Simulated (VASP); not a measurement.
Runs of VASP 6.6.1 on BaF2 (Frankdicksonite). It takes space group Fm-3m (No. 225, cubic). Conventional cell: a = 6.194 Å, b = 6.194 Å, c = 6.194 Å, α = 90.00°, β = 90.00°, γ = 90.00°. Within 3.5 Å of Ba (site symmetry m-3m) lie 8 F at 2.68 Å. F (site symmetry -43m) has 4 Ba at 2.68 Å and 6 F at 3.10 Å within 3.5 Å. 

```csv
level,potentials or basis,spin,cutoff (eV),gap on the mesh (eV),pressure (GPa)
r2SCAN,"VASP PAW PBE potentials, release 64 (Ba_sv, F)",off,660,7.36,0.9
PBE,"VASP PAW PBE potentials, release 64 (Ba_sv, F)",off,600,6.79,2.5
PBE,"VASP PAW PBE potentials, release 64 (Ba_sv, F)","non-collinear, zero start, SOC",600,-,(b)
LDA,"VASP PAW LDA potentials, release 64 (Ba_sv, F)",off,600,6.42,(a)
```

Alike in all rows: task single point; cell as given; k mesh 6 × 6 × 6; smearing gaussian 0.01 eV.

Task: Estimate the missing entries.

Result: (a) -3.3; (b) 2.4.

Caveats: spin-orbit coupling is left out, which moves the levels of the heavy elements (some runs); the PAW data sets were made with another functional, which shifts forces and pressure a little (some runs).

A k mesh can miss the band edges, and rows without SOC leave out spin-orbit coupling on Ba.
